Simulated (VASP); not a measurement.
# InP in VASP: single point with PBEsol

Aim: the single point of InP with PBEsol.

All numbers are computed with VASP 6.6.1; they aren't measurements. Logs are shortened: lines on timing, memory, paths and dates and some standing lists are left out, and cuts for length are marked.

## 1. The cell of the first run

The cell holds a slab with vacuum, 10 atoms: a = 5.879 Å, b = 4.157 Å, c = 24.314 Å, α = 90.00°, β = 90.00°, γ = 90.00°.

## 2. Single point, PBEsol

The input, INCAR:

```
SYSTEM = InP
PREC = Accurate
ENCUT = 520
EDIFF = 1E-6
ISMEAR = 0
SIGMA = 0.05
LREAL = .False.
LASPH = .True.
NELM = 100
ALGO = Normal
ISIF = 2
LWAVE = .False.
LCHARG = .False.
LDIPOL = .True.
IDIPOL = 3
DIPOL = 0.5 0.5 0.500
GGA = PS
NBANDS = 56
```

The input, KPOINTS:

```
regular mesh
0
Gamma
  4 6 1
  0 0 0
```

The input, POSCAR:

```
InP
1.0
    5.8786887800      0.0000000000      0.0000000000
    0.0000000000      4.1568607000      0.0000000000
    0.0000000000      0.0000000000     24.3137214010
In P
5 5
Direct
    0.5515741233      0.5000000000      0.3473653417
    0.9764814398      1.0000000000      0.4115911497
    0.4810074232      0.5000000000      0.5000006018
    0.9764937508      1.0000000000      0.5884053417
    0.5515965019      0.5000000000      0.6526350628
    0.7615084985      1.0000000000      0.3198446978
    0.2271770601      0.5000000000      0.4147598079
    0.7354359470      0.0000000000      0.4999998758
    0.2271893647      0.5000000000      0.5852439794
    0.7615358905      1.0000000000      0.6801541413
```

Potentials or basis: VASP PAW PBE potentials, release 64 (In_d, P).

Launch:

```console
cat potpaw_PBE.64/In_d/POTCAR potpaw_PBE.64/P/POTCAR > POTCAR
mpirun -np 1 vasp_std > vasp.out
```

OUTCAR:

```text
SYSTEM = InP
   PREC = Accurate
   ENCUT = 520
   EDIFF = 1E-6
   ISMEAR = 0
   LREAL = .False.
   LASPH = .True.
   NELM = 100
   ISIF = 2
   GGA = PS

 ion  position               nearest neighbor table
   1  0.552  0.500  0.347-   6 2.51   6 2.51   7 2.51   2 3.61   2 3.61   3 3.73
   2  0.976  0.000  0.412-   7 2.55   7 2.55   6 2.56   8 2.57   1 3.61   1 3.61
   3  0.481  0.500  0.500-   7 2.55   9 2.55   8 2.56   8 2.56   5 3.73   1 3.73
   4  0.976  0.000  0.588-   9 2.55   9 2.55  10 2.56   8 2.57   5 3.61   5 3.61
   5  0.552  0.500  0.653-  10 2.51  10 2.51   9 2.51   4 3.61   4 3.61   3 3.73
   6  0.762  0.000  0.320-   1 2.51   1 2.51   2 2.56
   7  0.227  0.500  0.415-   1 2.51   2 2.55   2 2.55   3 2.55
   8  0.735  0.000  0.500-   3 2.56   3 2.56   4 2.57   2 2.57
   9  0.227  0.500  0.585-   5 2.51   4 2.55   4 2.55   3 2.55
  10  0.762  0.000  0.680-   5 2.51   5 2.51   4 2.56

  LATTYP: Found a simple orthorhombic cell.
 ALAT       =     4.1568607000
 B/A-ratio  =     1.4142135627
 C/A-ratio  =     5.8490584977

  Lattice vectors:

 A1 = (   0.0000000000,  -4.1568607000,   0.0000000000)
 A2 = (   5.8786887800,   0.0000000000,   0.0000000000)
 A3 = (   0.0000000000,   0.0000000000,  24.3137214010)

Analysis of symmetry for initial positions (statically):
=====================================================================
 Subroutine PRICEL returns:
 Original cell was already a primitive cell.

 Routine SETGRP: Setting up the symmetry group for a
 simple orthorhombic supercell.

 Subroutine GETGRP returns: Found  2 space group operations
 (whereof  2 operations were pure point group operations)
 out of a pool of  8 trial point group operations.

The static configuration has the point symmetry C_1h.

Analysis of symmetry for dynamics (positions and initial velocities):
=====================================================================
 Subroutine PRICEL returns:
 Original cell was already a primitive cell.

 Routine SETGRP: Setting up the symmetry group for a
 simple orthorhombic supercell.

 Subroutine GETGRP returns: Found  2 space group operations
 (whereof  2 operations were pure point group operations)
 out of a pool of  8 trial point group operations.

The dynamic configuration has the point symmetry C_1h.

 Subroutine INISYM returns: Found  2 space group operations
 (whereof  2 operations are pure point group operations),
 and found     1 'primitive' translations

----------------------------------------------------------------------------------------

                                     Primitive cell

  volume of cell :     594.1517

  direct lattice vectors                    reciprocal lattice vectors
     5.878688780  0.000000000  0.000000000     0.170105960  0.000000000  0.000000000
     0.000000000  4.156860700  0.000000000     0.000000000  0.240566156  0.000000000
     0.000000000  0.000000000 24.313721401     0.000000000  0.000000000  0.041129039

  length of vectors
     5.878688780  4.156860700 24.313721401     0.170105960  0.240566156  0.041129039

  position of ions in fractional coordinates (direct lattice)
     0.551574123  0.500000000  0.347365342
     0.976481440  0.000000000  0.411591150
     0.481007423  0.500000000  0.500000602
     0.976493751  0.000000000  0.588405342
     0.551596502  0.500000000  0.652635063
     0.761508498  0.000000000  0.319844698
     0.227177060  0.500000000  0.414759808
     0.735435947  0.000000000  0.499999876
     0.227189365  0.500000000  0.585243979
     0.761535890  0.000000000  0.680154141

  ion indices of the primitive-cell ions
   primitive index   ion index
                 1           1
                 2           2
                 3           3
                 4           4
                 5           5
                 6           6
                 7           7
                 8           8
                 9           9
                10          10

----------------------------------------------------------------------------------------

 KPOINTS: regular mesh

Automatic generation of k-mesh.
 Grid dimensions read from file:
 generate k-points for:    4    6    1

 Generating k-lattice:

  Cartesian coordinates                     Fractional coordinates (reciprocal lattice)
     0.042526490  0.000000000  0.000000000     0.250000000  0.000000000  0.000000000
     0.000000000  0.040094359  0.000000000     0.000000000  0.166666667  0.000000000
     0.000000000  0.000000000  0.041129039     0.000000000  0.000000000  1.000000000

  Length of vectors
     0.042526490  0.040094359  0.041129039

  Shift w.r.t. Gamma in fractional coordinates (k-lattice)
     0.000000000  0.000000000  0.000000000

 Subroutine IBZKPT returns following result:
 ===========================================

 Found     12 irreducible k-points:

 Following reciprocal coordinates:
            Coordinates               Weight
  0.000000  0.000000  0.000000      1.000000
  0.250000  0.000000  0.000000      2.000000
  0.500000  0.000000  0.000000      1.000000
  0.000000  0.166667  0.000000      2.000000
  0.250000  0.166667  0.000000      4.000000
  0.500000  0.166667  0.000000      2.000000
  0.000000  0.333333  0.000000      2.000000
  0.250000  0.333333  0.000000      4.000000
  0.500000  0.333333  0.000000      2.000000
  0.000000  0.500000  0.000000      1.000000
  0.250000  0.500000  0.000000      2.000000
  0.500000  0.500000  0.000000      1.000000
   k-points           NKPTS =     12   k-points in BZ     NKDIM =     12   number of bands    NBANDS=     56
   number of dos      NEDOS =    301   number of ions     NIONS =     10
   total plane-waves  NPLWV = 294912
   dimension x,y,z NGX =    48 NGY =   32 NGZ =  192
   dimension x,y,z NGXF=    96 NGYF=   64 NGZF=  384
   ions per type =               5   5
   NGX,Y,Z   is equivalent  to a cutoff of  13.57, 12.80, 13.13 a.u.
   NGXF,Y,Z  is equivalent  to a cutoff of  27.15, 25.60, 26.26 a.u.
 SYSTEM =  InP
   PREC   = accura    normal or accurate (medium, high low for compatibility)
   ISTART =      0    job   : 0-new  1-cont  2-samecut
   ICHARG =      2    charge: 1-file 2-atom 10-const
   ISPIN  =      1    spin polarized calculation?
   LNONCOLLINEAR =      F non collinear calculations
   LSORBIT =      F    spin-orbit coupling
   LASPH  =      T    aspherical Exc in radial PAW
   ENCUT  =  520.0 eV  38.22 Ry    6.18 a.u.  10.93  7.73 45.21*2*pi/ulx,y,z
   NELM   =    100;   NELMIN=  2; NELMDL= -5     # of ELM steps
   EDIFF  = 0.1E-05   stopping-criterion for ELM
   LREAL  =      F    real-space projection
   EDIFFG = 0.1E-04   stopping-criterion for IOM
   NSW    =      0    number of steps for IOM
   IBRION =     -1    ionic relax: 0-MD 1-quasi-New 2-CG
   NFREE  =      0    steps in history (QN), initial steepest desc. (CG)
   ISIF   =      2    stress and relaxation
   ISYM   =      2    0-nonsym 1-usesym 2-fastsym
   POTIM  = 0.5000    time-step for ionic-motion
   TEBEG  =    0.0;   TEEND  =   0.0 temperature during run
   PSTRESS=    0.0 pullay stress
   NELECT =      90.0000    total number of electrons
   NUPDOWN=      -1.0000    fix difference up-down
   EMIN   =  10.00;   EMAX   =-10.00  energy-range for DOS
   EFERMI =   0.00;   METHOD = LEGACY
   ISMEAR =     0;   SIGMA  =   0.05  broadening in eV -4-tet -1-fermi 0-gaus
   EFERMI_NEDOS =   21; number of points for ismear=-14 and -15
   IALGO  =     38    algorithm
   IMIX   =      4    mixing-type and parameters
     AMIX     =   0.40;   BMIX     =  1.00
     AMIX_MAG =   1.60;   BMIX_MAG =  1.00
  volume/ion in A,a.u.               =      59.42       400.95
  Fermi-wavevector in a.u.,A,eV,Ry     =   0.872683  1.649132 10.361867  0.761576
  Thomas-Fermi vector in A             =   1.991967
   LORBIT       =      0    0 simple, 1 ext, 2 COOP (PROOUT), +10 PAW based schemes
   GGA     = PS    functional components
   LHFCALC =     F    Hartree Fock is set to
   AEXX    =    0.0000 exact exchange contribution
   IVDW    =     0    specifies the selected vdW correction
   LEPSILON=     F    determine dielectric tensor
   LRPA    =     F    only Hartree local field effects (RPA)
 non-spin polarized calculation
 Gauss-broadening in eV      SIGMA  =   0.05
  energy-cutoff  :      520.00
  volume of cell :      594.15
 maximum number of plane-waves:     16048
 NGX is ok and might be reduce to    48
   NGX = 21   NGY = 15   NGZ = 91

 dipolmoment           0.000000      0.000000     -0.000001 electrons x Angstroem

 number of electron      89.9999990 magnetization

 dipolmoment           0.000000      0.000000      0.000010 electrons x Angstroem

 Free energy of the ion-electron system (eV)
  ---------------------------------------------------
  ext. energy  EPLUGINS =         0.00000000
  ---------------------------------------------------
  free energy    TOTEN  =       -43.67523796 eV

  energy without entropy =      -43.67523796  energy(sigma->0) =      -43.67523796

 E-fermi :  -0.5623     XC(G=0):  -4.5581

 val. band max:       -0.8424019776   @ k =   0.0000   0.0000   0.0000
 cond. band min:       0.1531656900   @ k =   0.0000   0.5000   0.0000
 fundamental gap:      0.9955676676
 Fermi energy:        -0.5623489470

 k-point     1 :       0.0000    0.0000    0.0000
  band No.  band energies     occupation
      1     -15.1642      2.00000
      2     -15.1582      2.00000
      3     -15.1237      2.00000
      4     -15.0854      2.00000
      5     -15.0114      2.00000
      6     -15.0045      2.00000
[... 697 lines left out ...]
     55       3.8611      0.00000
     56       4.2005      0.00000

------------------------ aborting loop because EDIFF is reached ----------------------------------------

 vacuum level on the upper side and lower side of the slab       (xc-potential included)        -0.113        -0.113

  FORCE on cell =-STRESS in cart. coord.  units (eV):
  Direction    XX          YY          ZZ          XY          YZ          ZX
  --------------------------------------------------------------------------------------
  -------------------------------------------------------------------------------------
  Total       -0.7707789     -1.7977654     -0.0498000      0.0000000      0.0000000     -0.0003757
  in kB       -2.0784666     -4.8478172     -0.1342896      0.0000000      0.0000000     -0.0010131
  external PRESSURE =      -2.3535245 kB  Pullay stress =       0.0000000 kB

 VOLUME and BASIS-vectors are now :
 -----------------------------------------------------------------------------
  energy-cutoff  :      520.00
  volume of cell :      594.15
      direct lattice vectors                 reciprocal lattice vectors
     5.878688780  0.000000000  0.000000000     0.170105960  0.000000000  0.000000000
     0.000000000  4.156860700  0.000000000     0.000000000  0.240566156  0.000000000
     0.000000000  0.000000000 24.313721401     0.000000000  0.000000000  0.041129039

 POSITION                                       TOTAL-FORCE (eV/Angst)
 -----------------------------------------------------------------------------------
      3.24253      2.07843      8.44574         0.005490      0.000000     -0.000007
      5.74043      0.00000     10.00731        -0.011724      0.000000     -0.012628
      2.82769      2.07843     12.15688         0.003493      0.000000      0.000135
      5.74050      0.00000     14.30632        -0.011701      0.000000      0.012905
      3.24266      2.07843     15.86799         0.005581      0.000000      0.000168
      4.47667      0.00000      7.77661        -0.001970      0.000000      0.003977
      1.33550      2.07843     10.08435         0.008398      0.000000     -0.001864
      4.32340      0.00000     12.15686        -0.003816      0.000000     -0.000152
      1.33558      2.07843     14.22946         0.008402      0.000000      0.001501
      4.47683      0.00000     16.53708        -0.002153      0.000000     -0.004035
 -----------------------------------------------------------------------------------
    total drift:                                0.000266     -0.000000     -0.000006

  FREE ENERGIE OF THE ION-ELECTRON SYSTEM (eV)
  ---------------------------------------------------
  free  energy   TOTEN  =       -43.6752379578 eV

  energy  without entropy=      -43.6752379578  energy(sigma->0) =      -43.67523796

 vacuum level on the upper side and lower side of the slab         4.238         4.238
```

It took 34 min on 1 thread of AMD EPYC 7R13, shared host; peak memory 0.75 GiB.

What came out:

| Quantity | Value |
| --- | --- |
| Free energy | -43.6752 eV |
| Largest force | 0.017 eV/Å |
| Band gap on the k mesh | 1.00 eV, indirect (least direct gap 1.12 eV) |

Forces in eV/Å, atoms in the order of the input:
```
In   0.005  0.000  0.000
In  -0.012  0.000 -0.013
In   0.003  0.000  0.000
In  -0.012  0.000  0.013
In   0.006  0.000  0.000
P   -0.002  0.000  0.004
P    0.008  0.000 -0.002
P   -0.004  0.000  0.000
P    0.008  0.000  0.002
P   -0.002  0.000 -0.004
```

Levels at points of the mesh, in eV from the valence-band top:
```tsv
k point	band 43	band 44	band 45	band 46	band 47	band 48
(0.00, 0.00, 0.00)	-0.39	-0.27	0.00	1.12	1.79	2.00
(0.50, 0.00, 0.00)	-0.80	-0.72	-0.70	1.58	1.69	1.97
(0.00, 0.50, 0.00)	-1.46	-1.07	-0.70	1.00	1.58	2.14
(0.50, 0.50, 0.00)	-1.20	-0.67	-0.59	1.27	2.27	2.34
```

Caveat: the PAW data sets were made with another functional, which shifts forces and pressure a little; spin-orbit coupling is left out, which moves the levels of the heavy elements.
